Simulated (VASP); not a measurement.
# Ca (P-1) in VASP: a series of runs

Aim: see how the results for Ca move with the level of theory and the settings. Levels: PBE, LDA. Tasks: single point.

Everything below comes from runs of VASP 6.6.1. Logs are shortened: lines on timing, memory, paths and dates and some standing lists are left out, and cuts for length are marked.

## (1) The cell of the first run

The typed cell holds 1 atom: a = 3.901 Å, b = 3.800 Å, c = 3.988 Å, α = 109.46°, β = 112.90°, γ = 106.84°.

## (2) Single point, PBE (the cell strained at random)

File INCAR:

```
SYSTEM = Ca
PREC = Accurate
ENCUT = 520
EDIFF = 1E-6
ISMEAR = 0
SIGMA = 0.05
LREAL = .FALSE.
LASPH = .TRUE.
NELM = 100
ALGO = Normal
ISIF = 2
LWAVE = .FALSE.
LCHARG = .FALSE.
GGA = PE
NBANDS = 11
```

File KPOINTS:

```
regular mesh
0
G
  8 8 8
  0 0 0
```

File POSCAR:

```
Ca
1.0
   -2.2731180000      2.1418110000      2.3373330000
    2.1679220000     -2.1612850000      2.2516110000
    2.3296730000      2.2178410000     -2.3568070000
Ca
1
Direct
    0.0000000000      0.0000000000      0.0000000000
```

Potentials or basis: VASP PAW PBE potentials, release 64 (Ca_sv).

Run with:

```console
> cat potpaw_PBE.64/Ca_sv/POTCAR > POTCAR
> mpirun -np 1 vasp_std > vasp.out
```

OUTCAR:

```text
SYSTEM = Ca
   PREC = Accurate
   ENCUT = 520
   EDIFF = 1E-6
   ISMEAR = 0
   LREAL = .FALSE.
   LASPH = .TRUE.
   NELM = 100
   ISIF = 2
   GGA = PE

 ion  position               nearest neighbor table
   1  0.000  0.000  0.000-

  LATTYP: Found a triclinic cell.
 ALAT       =     3.8423366559
 B/A-ratio  =     1.6513326058
 C/A-ratio  =     0.9890086123
 COS(alpha) =     0.0019762101
 COS(beta)  =     0.3490858031
 COS(gamma) =     0.8023438044

  Lattice vectors:

 A1 = (  -2.2244770000,  -2.1983670000,  -2.2321370000)
 A2 = (  -4.5541500000,  -4.4162080000,   0.1246700000)
 A3 = (  -2.1679220000,   2.1612850000,  -2.2516110000)

Analysis of symmetry for initial positions (statically):
=====================================================================
 Subroutine PRICEL returns:
 Original cell was already a primitive cell.

 Routine SETGRP: Setting up the symmetry group for a
 triclinic supercell.

 Subroutine GETGRP returns: Found  2 space group operations
 (whereof  2 operations were pure point group operations)
 out of a pool of  2 trial point group operations.

The static configuration has the point symmetry S_2 .

Analysis of symmetry for dynamics (positions and initial velocities):
=====================================================================
 Subroutine PRICEL returns:
 Original cell was already a primitive cell.

 Routine SETGRP: Setting up the symmetry group for a
 triclinic supercell.

 Subroutine GETGRP returns: Found  2 space group operations
 (whereof  2 operations were pure point group operations)
 out of a pool of  2 trial point group operations.

The dynamic configuration has the point symmetry S_2 .

 Subroutine INISYM returns: Found  2 space group operations
 (whereof  2 operations are pure point group operations),
 and found     1 'primitive' translations

----------------------------------------------------------------------------------------

                                     Primitive cell

  volume of cell :      44.9577

  direct lattice vectors                    reciprocal lattice vectors
    -2.273118000  2.141811000  2.337333000     0.002224679  0.230325239  0.218943483
     2.167922000 -2.161285000  2.251611000     0.227584374 -0.001955642  0.223123856
     2.329673000  2.217841000 -2.356807000     0.219632449  0.226553738  0.005996230

  length of vectors
     3.900967233  3.800104044  3.987572473     0.317790676  0.318720453  0.315596204

  position of ions in fractional coordinates (direct lattice)
     0.000000000  0.000000000  0.000000000

  ion indices of the primitive-cell ions
   primitive index   ion index
                 1           1

----------------------------------------------------------------------------------------

 KPOINTS: regular mesh

Automatic generation of k-mesh.
 Grid dimensions read from file:
 generate k-points for:    8    8    8

 Generating k-lattice:

  Cartesian coordinates                     Fractional coordinates (reciprocal lattice)
     0.000278085  0.028790655  0.027367935     0.125000000  0.000000000  0.000000000
     0.028448047 -0.000244455  0.027890482     0.000000000  0.125000000  0.000000000
     0.027454056  0.028319217  0.000749529     0.000000000 -0.000000000  0.125000000

  Length of vectors
     0.039723834  0.039840057  0.039449525

  Shift w.r.t. Gamma in fractional coordinates (k-lattice)
     0.000000000  0.000000000  0.000000000

 Subroutine IBZKPT returns following result:
 ===========================================

 Found    260 irreducible k-points:

 Following reciprocal coordinates:
            Coordinates               Weight
  0.000000  0.000000  0.000000      1.000000
  0.125000  0.000000  0.000000      2.000000
  0.250000  0.000000  0.000000      2.000000
  0.375000  0.000000  0.000000      2.000000
  0.500000  0.000000  0.000000      1.000000
  0.000000  0.125000 -0.000000      2.000000
[... 16 lines left out ...]
  0.125000  0.375000 -0.000000      2.000000
  0.250000  0.375000  0.000000      2.000000
 [... further k-points ...]
   k-points           NKPTS =    260   k-points in BZ     NKDIM =    260   number of bands    NBANDS=     11
   number of dos      NEDOS =    301   number of ions     NIONS =      1
   total plane-waves  NPLWV =  25200
   dimension x,y,z NGX =    30 NGY =   28 NGZ =   30
   dimension x,y,z NGXF=    60 NGYF=   56 NGZF=   60
   ions per type =               1
   NGX,Y,Z   is equivalent  to a cutoff of  12.78, 12.25, 12.51 a.u.
   NGXF,Y,Z  is equivalent  to a cutoff of  25.57, 24.50, 25.01 a.u.
 SYSTEM =  Ca
   PREC   = accura    normal or accurate (medium, high low for compatibility)
   ISTART =      0    job   : 0-new  1-cont  2-samecut
   ICHARG =      2    charge: 1-file 2-atom 10-const
   ISPIN  =      1    spin polarized calculation?
   LNONCOLLINEAR =      F non collinear calculations
   LSORBIT =      F    spin-orbit coupling
   LASPH  =      T    aspherical Exc in radial PAW
   ENCUT  =  520.0 eV  38.22 Ry    6.18 a.u.   7.25  7.07  7.41*2*pi/ulx,y,z
   NELM   =    100;   NELMIN=  2; NELMDL= -5     # of ELM steps
   EDIFF  = 0.1E-05   stopping-criterion for ELM
   LREAL  =      F    real-space projection
   EDIFFG = 0.1E-04   stopping-criterion for IOM
   NSW    =      0    number of steps for IOM
   IBRION =     -1    ionic relax: 0-MD 1-quasi-New 2-CG
   NFREE  =      0    steps in history (QN), initial steepest desc. (CG)
   ISIF   =      2    stress and relaxation
   ISYM   =      2    0-nonsym 1-usesym 2-fastsym
   POTIM  = 0.5000    time-step for ionic-motion
   TEBEG  =    0.0;   TEEND  =   0.0 temperature during run
   PSTRESS=    0.0 pullay stress
   NELECT =      10.0000    total number of electrons
   NUPDOWN=      -1.0000    fix difference up-down
   EMIN   =  10.00;   EMAX   =-10.00  energy-range for DOS
   EFERMI =   0.00;   METHOD = LEGACY
   ISMEAR =     0;   SIGMA  =   0.05  broadening in eV -4-tet -1-fermi 0-gaus
   EFERMI_NEDOS =   21; number of points for ismear=-14 and -15
   IALGO  =     38    algorithm
   IMIX   =      4    mixing-type and parameters
     AMIX     =   0.40;   BMIX     =  1.00
     AMIX_MAG =   1.60;   BMIX_MAG =  1.00
  volume/ion in A,a.u.               =      44.96       303.39
  Fermi-wavevector in a.u.,A,eV,Ry     =   0.991913  1.874443 13.386650  0.983891
  Thomas-Fermi vector in A             =   2.123688
   LORBIT       =      0    0 simple, 1 ext, 2 COOP (PROOUT), +10 PAW based schemes
   GGA     = PE    functional components
   LHFCALC =     F    Hartree Fock is set to
   AEXX    =    0.0000 exact exchange contribution
   IVDW    =     0    specifies the selected vdW correction
   LEPSILON=     F    determine dielectric tensor
   LRPA    =     F    only Hartree local field effects (RPA)
 non-spin polarized calculation
 Gauss-broadening in eV      SIGMA  =   0.05
  energy-cutoff  :      520.00
  volume of cell :       44.96
 maximum number of plane-waves:      1230
 NGX is ok and might be reduce to    30
   NGX = 15   NGY = 15   NGZ = 15

 number of electron      10.0000001 magnetization

 Free energy of the ion-electron system (eV)
  ---------------------------------------------------
  ext. energy  EPLUGINS =         0.00000000
  ---------------------------------------------------
  free energy    TOTEN  =        -1.89985370 eV

  energy without entropy =       -1.89825803  energy(sigma->0) =       -1.89905586

 E-fermi :   1.7535     XC(G=0):  -7.5417

 val. band max:        1.7525781490   @ k =   0.5000   0.5000   0.2500
 cond. band min:       1.7556157392   @ k =  -0.1250   0.5000   0.1250
 fundamental gap:      0.0030375902
 Fermi energy:         1.7534914903

 k-point     1 :       0.0000    0.0000    0.0000
  band No.  band energies     occupation
      1     -40.4511      2.00000
      2     -21.3740      2.00000
      3     -21.3731      2.00000
      4     -21.3710      2.00000
      5      -2.1916      2.00000
      6       3.7958      0.00000
      7       3.9039      0.00000
      8       4.1736      0.00000
      9       4.8525      0.00000
     10       5.0716      0.00000
     11      11.1592      0.00000

 k-point     2 :       0.1250    0.0000    0.0000
  band No.  band energies     occupation
      1     -40.4494      2.00000
      2     -21.3900      2.00000
      3     -21.3786      2.00000
      4     -21.3722      2.00000
      5      -1.9213      2.00000
      6       3.7185      0.00000
      7       3.9060      0.00000
      8       4.1573      0.00000
      9       4.7801      0.00000
     10       4.9990      0.00000
     11      11.1413      0.00000

 k-point     3 :       0.2500    0.0000    0.0000
  band No.  band energies     occupation
      1     -40.4454      2.00000
      2     -21.4304      2.00000
      3     -21.3922      2.00000
      4     -21.3724      2.00000
      5      -1.1504      2.00000
      6       3.2943      0.00000
      7       3.4565      0.00000
      8       4.6610      0.00000
      9       4.7923      0.00000
     10       5.0224      0.00000
     11       9.2256      0.00000

 k-point     4 :       0.3750    0.0000    0.0000
  band No.  band energies     occupation
      1     -40.4413      2.00000
      2     -21.4704      2.00000
      3     -21.4059      2.00000
      4     -21.3725      2.00000
      5      -0.0206      2.00000
      6       2.4704      0.00000
      7       3.1561      0.00000
      8       4.8540      0.00000
      9       5.1400      0.00000
     10       5.4479      0.00000
     11       7.4432      0.00000
[... 239 lines left out ...]
 k-point    22 :       0.0000    0.3750    0.0000
  band No.  band energies     occupation
      1     -40.4400      2.00000
      2     -21.4810      2.00000
      3     -21.4108      2.00000
      4     -21.3674      2.00000
      5      -0.0057      2.00000
      6       2.4838      0.00000
      7       3.3677      0.00000
      8       4.6477      0.00000
      9       5.0081      0.00000
     10       5.4723      0.00000
     11       7.5039      0.00000

 k-point    23 :       0.1250    0.3750   -0.0000
  band No.  band energies     occupation
      1     -40.4383      2.00000
      2     -21.4879      2.00000
      3     -21.4202      2.00000
      4     -21.3733      2.00000
      5       0.7418      2.00000
      6       2.0894      0.00000
      7       3.1781      0.00000
      8       4.6113      0.00000
      9       5.0238      0.00000
     10       5.9255      0.00000
     11       6.8945      0.00000

 k-point    24 :       0.2500    0.3750    0.0000
  band No.  band energies     occupation
      1     -40.4372      2.00000
      2     -21.4764      2.00000
      3     -21.4366      2.00000
      4     -21.3838      2.00000
      5       1.6559      1.99424
      6       1.8661      0.00145
      7       2.6847      0.00000
      8       4.7819      0.00000
      9       4.9948      0.00000
     10       6.2218      0.00000
     11       6.5049      0.00000

 [... further k-points ...]

------------------------ aborting loop because EDIFF is reached ----------------------------------------

  FORCE on cell =-STRESS in cart. coord.  units (eV):
  Direction    XX          YY          ZZ          XY          YZ          ZX
  --------------------------------------------------------------------------------------
  -------------------------------------------------------------------------------------
  Total       -0.2844813     -0.2547145     -0.2693687     -0.0786646      0.0239698      0.1928825
  in kB      -10.1381876     -9.0773759     -9.5996118     -2.8034040      0.8542228      6.8738400
  external PRESSURE =      -9.6050584 kB  Pullay stress =       0.0000000 kB

 VOLUME and BASIS-vectors are now :
 -----------------------------------------------------------------------------
  energy-cutoff  :      520.00
  volume of cell :       44.96
      direct lattice vectors                 reciprocal lattice vectors
    -2.273118000  2.141811000  2.337333000     0.002224679  0.230325239  0.218943483
     2.167922000 -2.161285000  2.251611000     0.227584374 -0.001955642  0.223123856
     2.329673000  2.217841000 -2.356807000     0.219632449  0.226553738  0.005996230

 POSITION                                       TOTAL-FORCE (eV/Angst)
 -----------------------------------------------------------------------------------
      0.00000      0.00000      0.00000         0.000000      0.000000      0.000000
 -----------------------------------------------------------------------------------
    total drift:                               -0.000000     -0.000000      0.000000

  FREE ENERGIE OF THE ION-ELECTRON SYSTEM (eV)
  ---------------------------------------------------
  free  energy   TOTEN  =        -1.8998537026 eV

  energy  without entropy=       -1.8982580261  energy(sigma->0) =       -1.89905586
```

Run time: 58 s. Hardware: 1 thread of Intel Xeon Platinum 8488C (Sapphire Rapids), shared host; peak memory 0.25 GiB.

Results:

- Free energy: -1.8999 eV
- Pressure: -1.0 GPa
- Band gap on the k mesh: zero (bands 5 and 6 overlap by 0.53 eV)

Levels at points of the mesh, in eV from the Fermi level:
```tsv
k point	band 1	band 2	band 3	band 4	band 5	band 6	band 7	band 8	band 9	band 10
(0.00, 0.00, 0.00)	-42.20	-23.13	-23.13	-23.12	-3.95	2.04	2.15	2.42	3.10	3.32
(0.50, 0.00, 0.00)	-42.19	-23.24	-23.17	-23.13	-0.83	-0.02	1.29	3.07	3.48	4.14
(0.00, 0.50, 0.00)	-42.19	-23.25	-23.17	-23.12	-0.82	0.00	1.50	2.87	3.29	4.18
(0.50, 0.50, 0.00)	-42.19	-23.25	-23.17	-23.13	-0.75	0.10	1.20	3.15	3.47	4.18
(0.00, 0.00, 0.50)	-42.19	-23.23	-23.16	-23.13	-0.86	-0.07	1.18	3.24	3.56	4.10
(0.50, 0.00, 0.50)	-42.20	-23.22	-23.15	-23.13	-1.04	-0.28	1.42	3.05	3.49	4.06
(0.00, 0.50, 0.50)	-42.19	-23.24	-23.16	-23.13	-0.87	-0.07	1.29	3.09	3.51	4.09
(0.50, 0.50, 0.50)	-42.18	-23.23	-23.21	-23.19	0.08	0.16	3.32	3.65	3.79	3.97
```

Caveat: the cell differs from its parent crystal (the cell strained at random).

## (3) Single point, LDA (the cell strained at random)

File INCAR:

```
PREC = Accurate
ENCUT = 520
EDIFF = 1E-7
ISMEAR = 0
SIGMA = 0.02
LREAL = F
LASPH = T
NELM = 60
ALGO = Normal
ISIF = 2
LWAVE = F
LCHARG = F
NBANDS = 11
```

File KPOINTS:

```
regular mesh
0
Gamma
  8 8 8
```

POSCAR is that of step 2.

Potentials or basis: VASP PAW LDA potentials, release 64 (Ca_sv).

Run with:

```console
> cat potpaw_LDA.64/Ca_sv/POTCAR > POTCAR
> mpirun -np 1 vasp_std > vasp.out
```

Run time: 57 s. Hardware: 1 thread of Intel Xeon Platinum 8488C (Sapphire Rapids), shared host; peak memory 0.24 GiB.

The run converged. Its results:

| Item | Value |
| --- | --- |
| Free energy | -2.1259 eV |
| Pressure | -2.5 GPa |
| Band gap on the k mesh | zero (bands 5 and 6 overlap by 0.46 eV) |

Stress tensor (GPa, compression positive):
```
-2.50 -0.29  0.57
-0.29 -2.46  0.04
 0.57  0.04 -2.49
```

Levels at points of the mesh, in eV from the Fermi level:
```tsv
k point	band 1	band 2	band 3	band 4	band 5	band 6	band 7	band 8	band 9	band 10
(0.00, 0.00, 0.00)	-41.77	-22.99	-22.99	-22.98	-3.96	1.89	1.99	2.27	2.95	3.17
(0.50, 0.00, 0.00)	-41.76	-23.11	-23.03	-22.99	-0.90	0.01	1.16	2.92	3.33	3.99
(0.00, 0.50, 0.00)	-41.76	-23.12	-23.03	-22.98	-0.88	0.03	1.37	2.72	3.13	4.03
(0.50, 0.50, 0.00)	-41.76	-23.11	-23.03	-22.99	-0.82	0.13	1.08	2.99	3.31	4.03
(0.00, 0.00, 0.50)	-41.76	-23.10	-23.02	-22.99	-0.93	-0.04	1.05	3.09	3.40	3.95
(0.50, 0.00, 0.50)	-41.76	-23.09	-23.02	-22.98	-1.11	-0.25	1.29	2.89	3.34	3.90
(0.00, 0.50, 0.50)	-41.76	-23.11	-23.02	-22.99	-0.93	-0.04	1.16	2.93	3.35	3.94
(0.50, 0.50, 0.50)	-41.75	-23.09	-23.07	-23.05	0.02	0.09	3.30	3.62	3.63	3.81
```

Caveat: the cell differs from its parent crystal (the cell strained at random).

The gap in the log of VASP goes by the Fermi energy; the results here count the filled bands.